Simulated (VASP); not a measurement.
# LiSi16 (a cell with a defect) in VASP: single point with PBE

Aim: the single point of LiSi16 (a cell with a defect) with PBE.

Everything below comes from runs of VASP 6.6.1. Logs are shortened: lines on timing, memory, paths and dates and some standing lists are left out, and cuts for length are marked.

## Step 1: The cell of the first run

The cell holds a defect, 17 atoms: a = 7.679 Å, b = 7.679 Å, c = 7.679 Å, α = 60.00°, β = 60.00°, γ = 60.00°.

## Step 2: Single point, PBE, collinear spin

INCAR reads:

```
SYSTEM = LiSi16
ALGO     = Normal         ! electronic algorithm
EDIFF    = 1E-6           ! SCF threshold, eV
ENCUT    = 520            ! plane-wave cutoff, eV
GGA      = PE             ! functional
ISIF     = 2              ! what is computed and relaxed
ISMEAR   = -1             ! smearing method
ISPIN    = 2              ! spin polarisation
LASPH    = .TRUE.         ! aspherical terms in the spheres
LCHARG   = .TRUE.         ! write CHGCAR
LELF     = .TRUE.         ! ELF
LORBIT   = 11             ! projections on sites
LREAL    = Auto         
LVHAR    = .TRUE.       
LWAVE    = .FALSE.        ! write WAVECAR
MAGMOM   = 0 0 0 0 0 0 0 0 0 0 0 0 0 0 0 0 1 ! initial moments
NBANDS   = 52             ! bands
NELM     = 150            ! most SCF steps
PREC     = Accurate       ! precision mode
SIGMA    = 0.05           ! smearing width, eV
```

KPOINTS reads:

```
k-points
0
G
  2 2 2
  0 0 0
```

POSCAR reads:

```
LiSi16
1.0
    0.0000000000      5.4300000000      5.4300000000
    5.4300000000      0.0000000000      5.4300000000
    5.4300000000      5.4300000000      0.0000000000
Si Li
16 1
Direct
    0.0049686147      0.0046451140      0.0017406380
    0.1272617280      0.1268879121      0.1315567822
    0.0025873629      0.0022614025      0.5034009572
    0.1265839157      0.1262585264      0.6273446783
    0.0056628470      0.5013328873      0.0025223582
    0.1375092657      0.6249789425      0.1261105085
    0.0049598678      0.5006382469      0.5057590303
    0.1272041599      0.6304178278      0.6280691748
    0.5016980134      0.0052933488      0.0025395059
    0.6253026695      0.1372019706      0.1261012195
    0.5009687459      0.0046326604      0.5057557670
    0.6307433716      0.1268573797      0.6280963942
    0.5042099208      0.5039036826      0.0049777382
    0.6264837569      0.6261146555      0.1273012663
    0.5016727881      0.5013247004      0.5064856707
    0.6253129384      0.6249795505      0.6382796945
    0.7548054335      0.7544922919      0.2555564160
```

Potentials or basis: VASP PAW PBE potentials, release 64 (Si, Li_sv).

Launch:

```
> cat potpaw_PBE.64/Si/POTCAR potpaw_PBE.64/Li_sv/POTCAR > POTCAR
> mpirun -np 1 vasp_std > vasp.out
```

OUTCAR:

```text
SYSTEM = LiSi16
   EDIFF = 1E-6
   ENCUT = 520
   GGA = PE
   ISIF = 2
   ISMEAR = -1
   ISPIN = 2
   LASPH = .TRUE.
   LORBIT = 11
   LREAL = Auto
   NELM = 150
   PREC = Accurate

 ion  position               nearest neighbor table
   1  0.005  0.005  0.002-   2 2.35   4 2.35   6 2.38  10 2.38  17 2.72
   2  0.127  0.127  0.132-   3 2.33   1 2.35   9 2.35   5 2.35
   3  0.003  0.002  0.503-   8 2.33  12 2.33   2 2.33   4 2.33
   4  0.127  0.126  0.627-   3 2.33   7 2.35  11 2.35   1 2.35
   5  0.006  0.501  0.003-   2 2.35   8 2.35   6 2.38  14 2.38  17 2.75
   6  0.138  0.625  0.126-  13 2.30   5 2.38   7 2.38   1 2.38  17 2.40
   7  0.005  0.501  0.506-   8 2.35   4 2.35  16 2.38   6 2.38  17 2.72
   8  0.127  0.630  0.628-   3 2.33   7 2.35   5 2.35  15 2.35
   9  0.502  0.005  0.003-   2 2.35  12 2.35  10 2.38  14 2.38  17 2.75
  10  0.625  0.137  0.126-  13 2.30   9 2.38  11 2.38   1 2.38  17 2.40
  11  0.501  0.005  0.506-  12 2.35   4 2.35  16 2.38  10 2.38  17 2.72
  12  0.631  0.127  0.628-   3 2.33  11 2.35   9 2.35  15 2.35
  13  0.504  0.504  0.005-  16 2.30   6 2.30  10 2.30  14 2.30
  14  0.626  0.626  0.127-  13 2.30   9 2.38   5 2.38  15 2.38  17 2.41
  15  0.502  0.501  0.506-  12 2.35   8 2.35  16 2.38  14 2.38  17 2.75
  16  0.625  0.625  0.638-  13 2.30  15 2.38   7 2.38  11 2.38  17 2.40
  17  0.755  0.754  0.256-   6 2.40  10 2.40  16 2.40  14 2.41   1 2.72  11 2.72   7 2.72   9 2.75
                             5 2.75  15 2.75

  LATTYP: Found a face centered cubic cell.
 ALAT       =    10.8600000000

  Lattice vectors:

 A1 = (   0.0000000000,   5.4300000000,   5.4300000000)
 A2 = (   5.4300000000,   0.0000000000,   5.4300000000)
 A3 = (   5.4300000000,   5.4300000000,   0.0000000000)

Analysis of symmetry for initial positions (statically):
=====================================================================
 Subroutine PRICEL returns:
 Original cell was already a primitive cell.

 Routine SETGRP: Setting up the symmetry group for a
 face centered cubic supercell.

 Subroutine GETGRP returns: Found  1 space group operations
 (whereof  1 operations were pure point group operations)
 out of a pool of 48 trial point group operations.

The static configuration has the point symmetry C_1 .

Analysis of symmetry for dynamics (positions and initial velocities):
=====================================================================
 Subroutine PRICEL returns:
 Original cell was already a primitive cell.

 Routine SETGRP: Setting up the symmetry group for a
 face centered cubic supercell.

 Subroutine GETGRP returns: Found  1 space group operations
 (whereof  1 operations were pure point group operations)
 out of a pool of 48 trial point group operations.

The dynamic configuration has the point symmetry C_1 .

Analysis of structural, dynamic, and magnetic symmetry:
=====================================================================
 Subroutine PRICEL returns:
 Original cell was already a primitive cell.

 Routine SETGRP: Setting up the symmetry group for a
 face centered cubic supercell.

 Subroutine GETGRP returns: Found  1 space group operations
 (whereof  1 operations were pure point group operations)
 out of a pool of 48 trial point group operations.

The overall configuration has the point symmetry C_1 .

 Subroutine INISYM returns: Found  1 space group operations
 (whereof  1 operations are pure point group operations),
 and found     1 'primitive' translations

----------------------------------------------------------------------------------------

                                     Primitive cell

  volume of cell :     320.2060

  direct lattice vectors                    reciprocal lattice vectors
     0.000000000  5.430000000  5.430000000    -0.092081031  0.092081031  0.092081031
     5.430000000  0.000000000  5.430000000     0.092081031 -0.092081031  0.092081031
     5.430000000  5.430000000  0.000000000     0.092081031  0.092081031 -0.092081031

  length of vectors
[... 78 lines left out ...]
   number of dos      NEDOS =    301   number of ions     NIONS =     17
   total plane-waves  NPLWV = 216000
   dimension x,y,z NGX =    60 NGY =   60 NGZ =   60
   dimension x,y,z NGXF=   120 NGYF=  120 NGZF=  120
   ions per type =              16   1
   NGX,Y,Z   is equivalent  to a cutoff of  12.99, 12.99, 12.99 a.u.
   NGXF,Y,Z  is equivalent  to a cutoff of  25.98, 25.98, 25.98 a.u.
 SYSTEM =  LiSi16
   PREC   = accura    normal or accurate (medium, high low for compatibility)
   ISTART =      0    job   : 0-new  1-cont  2-samecut
   ICHARG =      2    charge: 1-file 2-atom 10-const
   ISPIN  =      2    spin polarized calculation?
   LNONCOLLINEAR =      F non collinear calculations
   LSORBIT =      F    spin-orbit coupling
   LASPH  =      T    aspherical Exc in radial PAW
   ENCUT  =  520.0 eV  38.22 Ry    6.18 a.u.  14.28 14.28 14.28*2*pi/ulx,y,z
   NELM   =    150;   NELMIN=  2; NELMDL= -5     # of ELM steps
   EDIFF  = 0.1E-05   stopping-criterion for ELM
   LREAL  =      T    real-space projection
   EDIFFG = 0.1E-04   stopping-criterion for IOM
   NSW    =      0    number of steps for IOM
   IBRION =     -1    ionic relax: 0-MD 1-quasi-New 2-CG
   NFREE  =      0    steps in history (QN), initial steepest desc. (CG)
   ISIF   =      2    stress and relaxation
   ISYM   =      2    0-nonsym 1-usesym 2-fastsym
   POTIM  = 0.5000    time-step for ionic-motion
   TEBEG  =    0.0;   TEEND  =   0.0 temperature during run
   PSTRESS=    0.0 pullay stress
   NELECT =      67.0000    total number of electrons
   NUPDOWN=      -1.0000    fix difference up-down
   EMIN   =  10.00;   EMAX   =-10.00  energy-range for DOS
   EFERMI =   0.00;   METHOD = LEGACY
   ISMEAR =    -1;   SIGMA  =   0.05  broadening in eV -4-tet -1-fermi 0-gaus
   EFERMI_NEDOS =   21; number of points for ismear=-14 and -15
   IALGO  =     38    algorithm
   IMIX   =      4    mixing-type and parameters
     AMIX     =   0.40;   BMIX     =  1.00
     AMIX_MAG =   1.60;   BMIX_MAG =  1.00
  volume/ion in A,a.u.               =      18.84       127.11
  Fermi-wavevector in a.u.,A,eV,Ry     =   0.971904  1.836632 12.852022  0.944597
  Thomas-Fermi vector in A             =   2.102159
   LORBIT       =     11    0 simple, 1 ext, 2 COOP (PROOUT), +10 PAW based schemes
   GGA     = PE    functional components
   LHFCALC =     F    Hartree Fock is set to
   AEXX    =    0.0000 exact exchange contribution
   IVDW    =     0    specifies the selected vdW correction
   LEPSILON=     F    determine dielectric tensor
   LRPA    =     F    only Hartree local field effects (RPA)
 spin polarized calculation
  energy-cutoff  :      520.00
  volume of cell :      320.21
 maximum number of plane-waves:      8646
 NGX is ok and might be reduce to    60
   NGX = 29   NGY = 29   NGZ = 29

 number of electron      67.0000000 magnetization      -0.0001961

 number of electron      67.0000000 magnetization       0.0000251

 Free energy of the ion-electron system (eV)
  ---------------------------------------------------
  ext. energy  EPLUGINS =         0.00000000
  ---------------------------------------------------
  free energy    TOTEN  =       -86.88333783 eV

  energy without entropy =      -86.85028304  energy(sigma->0) =      -86.86681043

 E-fermi :   6.6900     XC(G=0):  -9.5301

 val. band max:        6.6583035761   @ k =   0.0000   0.0000   0.0000
 cond. band min:       6.8338645687   @ k =   0.0000   0.0000   0.0000
 fundamental gap:      0.1755609926
 Fermi energy:         6.6899716708

 spin component 1

 k-point     1 :       0.0000    0.0000    0.0000
  band No.  band energies     occupation
      1     -40.4673      1.00000
      2      -5.9817      1.00000
      3      -3.7449      1.00000
      4      -3.6561      1.00000
      5      -3.6558      1.00000
      6      -3.6538      1.00000
[... 373 lines left out ...]
     44      10.2480      0.00000
     45      10.3280      0.00000
 Fermi energy:         6.6899716708

 spin component 2

 k-point     1 :       0.0000    0.0000    0.0000
  band No.  band energies     occupation
      1     -40.4672      1.00000
      2      -5.9817      1.00000
      3      -3.7449      1.00000
      4      -3.6561      1.00000
      5      -3.6558      1.00000
      6      -3.6538      1.00000
[... 373 lines left out ...]
     44      10.2480      0.00000
     45      10.3280      0.00000
 [bands above 45 left out]

------------------------ aborting loop because EDIFF is reached ----------------------------------------

  FORCE on cell =-STRESS in cart. coord.  units (eV):
  Direction    XX          YY          ZZ          XY          YZ          ZX
  --------------------------------------------------------------------------------------
  -------------------------------------------------------------------------------------
  Total        7.0877808      7.0874807      7.0849961      0.0110963      0.0127385      0.0107442
  in kB       35.4642986     35.4627972     35.4503651      0.0555214      0.0637381      0.0537594
  external PRESSURE =      35.4591536 kB  Pullay stress =       0.0000000 kB

 VOLUME and BASIS-vectors are now :
 -----------------------------------------------------------------------------
  energy-cutoff  :      520.00
  volume of cell :      320.21
      direct lattice vectors                 reciprocal lattice vectors
     0.000000000  5.430000000  5.430000000    -0.092081031  0.092081031  0.092081031
     5.430000000  0.000000000  5.430000000     0.092081031 -0.092081031  0.092081031
     5.430000000  5.430000000  0.000000000     0.092081031  0.092081031 -0.092081031

 POSITION                                       TOTAL-FORCE (eV/Angst)
 -----------------------------------------------------------------------------------
      0.03467      0.03643      0.05220         0.001038      0.001522      0.003064
      1.40335      1.40538      1.38003         0.005430      0.004207      0.001302
      2.74575      2.74752      0.02633         0.010440      0.010904      0.009428
      4.09207      4.09383      1.37293         0.005506      0.005263      0.004406
      2.73593      0.04445      2.75299        -0.002627     -0.003495     -0.000601
      4.07842      1.43146      4.14031         0.008983     -0.000238     -0.000722
[... 9 lines left out ...]
      6.85950      6.86131      6.78909        -0.000730      0.000074      0.008199
      5.48456      5.48626      8.19549        -0.022045     -0.021274     -0.022623
 -----------------------------------------------------------------------------------
    total drift:                                0.004081      0.001536      0.010830

  FREE ENERGIE OF THE ION-ELECTRON SYSTEM (eV)
  ---------------------------------------------------
  free  energy   TOTEN  =       -86.8833378252 eV

  energy  without entropy=      -86.8502830446  energy(sigma->0) =      -86.86681043

 total charge

# of ion       s       p       d       tot
------------------------------------------
    1        0.738   0.948   0.000   1.686
    2        0.742   0.955   0.000   1.696
    3        0.735   0.968   0.000   1.703
    4        0.742   0.954   0.000   1.696
    5        0.738   0.948   0.000   1.686
    6        0.744   0.965   0.000   1.709
[... 9 lines left out ...]
   16        0.744   0.965   0.000   1.709
   17        2.028   0.088   0.000   2.116
--------------------------------------------------
tot         13.869  15.398   0.000  29.267

 magnetization (x)

# of ion       s       p       d       tot
------------------------------------------
    1       -0.000  -0.000   0.000  -0.000
    2        0.000   0.000   0.000   0.000
    3        0.000   0.000   0.000   0.000
    4        0.000   0.000   0.000   0.000
    5       -0.000  -0.000   0.000  -0.000
    6       -0.000  -0.000   0.000  -0.000
[... 9 lines left out ...]
   16       -0.000  -0.000   0.000  -0.000
   17       -0.000  -0.000   0.000  -0.000
--------------------------------------------------
tot         -0.000  -0.000   0.000  -0.000
```

Wall time 9.1 min (1 thread of Intel Xeon Platinum 8375C at 2.90GHz (Ice Lake), shared host); peak memory 0.71 GiB.

What came out:

| Quantity | Value |
| --- | --- |
| Free energy | -86.8833 eV |
| Largest force | 0.038 eV/Å |
| Net moment | 0.00 μB per cell |
| Valence electrons inside the program's atomic spheres | Si 1.69, 1.70, 1.71 (each value once); Li 2.12 |

Forces in eV/Å, atoms in the order of the input:
```
Si   0.001  0.002  0.003
Si   0.005  0.004  0.001
Si   0.010  0.011  0.009
Si   0.006  0.005  0.004
Si  -0.003 -0.003 -0.001
Si   0.009  0.000 -0.001
Si   0.001  0.003  0.003
Si   0.005  0.002  0.006
Si  -0.003 -0.003 -0.001
Si   0.000  0.009  0.000
Si   0.003  0.001  0.002
Si   0.001  0.005  0.007
Si  -0.005 -0.003 -0.008
Si  -0.008 -0.008 -0.008
Si  -0.001 -0.002 -0.003
Si  -0.001  0.000  0.008
Li  -0.022 -0.021 -0.023
```

Caveat: the k points lie up to 0.50 Å⁻¹ apart; the cutoff is under 1.25 times the usual one of these potentials, so pressure, stress and relaxed cells hold a basis-set (Pulay) error.
